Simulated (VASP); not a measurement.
Runs of VASP 6.6.1 on ScSb3S. The structure is that of space group Pm-3m (No. 221), or close to it. The cells are those of the table. 

| task | spin | cell | k mesh | cutoff (eV) | gap on the mesh (eV) | pressure (GPa) | moment (μB) |
| --- | --- | --- | --- | --- | --- | --- | --- |
| single point | off | a = 5.417 Å, 5 atoms | 4 × 4 × 4 | 520 | none | -0.2 | - |
| single point | collinear, ferromagnetic start | a = 5.423 Å, 5 atoms | 8 × 8 × 8 | 520 | none | -0.1 | 1.23 |
| single point | off | a = 5.463 Å, 5 atoms | 4 × 4 × 4 | 520 | none | -1.1 | - |
| single point | collinear, ferromagnetic start | a = 5.417 Å, 5 atoms | 4 × 4 × 4 | 520 | none | -0.1 | (a) |
| relaxation of cell and atoms | off | relaxed from a = 5.463 Å, 5 atoms | 4 × 4 × 4 | 600 | none | 0.1 | - |

Alike in all rows: level PBE; potentials or basis VASP PAW PBE potentials, release 64 (Sc_sv, Sb, S); smearing gaussian 0.1 eV.

Task: Fill in the values left out.

Result: (a) 1.18.

Caveats: spin-orbit coupling is left out, which moves the levels of the heavy elements.

A k mesh can miss the band edges, and the runs leave out spin-orbit coupling on Sb.

A gap of «none» marks levels without a gap at the run's occupations.
